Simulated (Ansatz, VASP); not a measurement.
Two plane-wave programs on Ga3SbN2

```xyz
6
Lattice="5.8003 0.0000 0.0000 -2.9001 5.0232 0.0000 0.0000 0.0000 7.5785" Properties=species:S:1:pos:R:3 pbc="T T T"
Ga    2.9001    0.0000    2.0285
Ga   -1.4501    2.5116    2.0285
Ga    1.4501    2.5116    2.0285
Sb    0.0000    0.0000    4.5448
N     0.0000    3.3488    0.0691
N     2.9001    1.6744    0.0691
```

Alike in both runs: task single point; functional PBE; k mesh 3 × 3 × 2; occupations gaussian, width 0.1 eV; no spin polarisation.

```csv
,VASP,Ansatz
version,VASP 6.6.1,Ansatz 0.2.0
potentials or method,"VASP PAW PBE potentials, release 64 (Ga_d, Sb, N), cutoff 520 eV","scalar-relativistic, plane waves, PAW"
valence electrons in the cell,54,64
```

```csv
,VASP,Ansatz,Ansatz less VASP
gap on the k mesh at the Fermi level (eV),none,none,-
pressure (GPa),-8.1,-8.1,-0.03
"traceless stress, the component that is largest in VASP (GPa)",-6.61,-6.62,-0.009
rms of the force components (eV/Å),1.408,1.414,+0.0060
```

Atom by atom the forces differ by 0.006 eV/Å (rms over components). A gap of «none» marks a metal or a gap that the smearing closes. VASP's potentials hold 54 valence electrons a cell and Ansatz's 64, so a difference there can come from the potentials and not from the codes.

The k mesh is coarse, so the values compare programs but aren't converged. Spin-orbit coupling is off throughout.
